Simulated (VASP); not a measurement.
A run of VASP 6.6.1:

INCAR

```
SYSTEM = Mo
PREC     = Accurate       ! precision mode
ENCUT    = 600            ! plane-wave cutoff, eV
EDIFF    = 1E-6           ! SCF threshold, eV
ISMEAR   = -1             ! smearing method
SIGMA    = 0.1            ! smearing width, eV
LREAL    = .FALSE.        ! projectors in reciprocal space
LASPH    = .TRUE.         ! aspherical terms in the spheres
NELM     = 80             ! most SCF steps
ALGO     = Normal         ! electronic algorithm
ISIF     = 3              ! what is computed and relaxed
LWAVE    = .FALSE.        ! write WAVECAR
LCHARG   = .FALSE.        ! write CHGCAR
GGA      = PS             ! functional
IBRION   = 2              ! ionic algorithm
NSW      = 80             ! ionic steps
EDIFFG   = -0.03          ! ionic threshold
```

File KPOINTS:

```
Automatic mesh
0
G
  7 7 7
  0 0 0
```

Contents of POSCAR:

```
Mo
1.0
    3.1500000000      0.0000000000      0.0000000000
    0.0000000000      3.1500000000      0.0000000000
    0.0000000000      0.0000000000      3.1500000000
Mo
2
Direct
    0.0000000000      0.0000000000      0.0000000000
    0.5000000000      0.5000000000      0.5000000000
```

Potentials or basis: VASP PAW PBE potentials, release 64 (Mo_sv).

The run is started by

```bash
$ cat potpaw_PBE.64/Mo_sv/POTCAR > POTCAR
$ mpirun -np 1 vasp_std > vasp.out
```

Hardware: 1 thread of Intel(R) Xeon(R) Platinum 8259CL CPU @ 2.50GHz (Skylake/Cascade Lake), with other jobs on the host.

Problem. How long does it take, and how much memory?

Solution. It took 31 s on 1 thread of Intel(R) Xeon(R) Platinum 8259CL CPU @ 2.50GHz (Skylake/Cascade Lake), with other jobs on the host, peak memory 0.16 GiB. Counts: scf iterations 25, k points 20, ion steps 3.
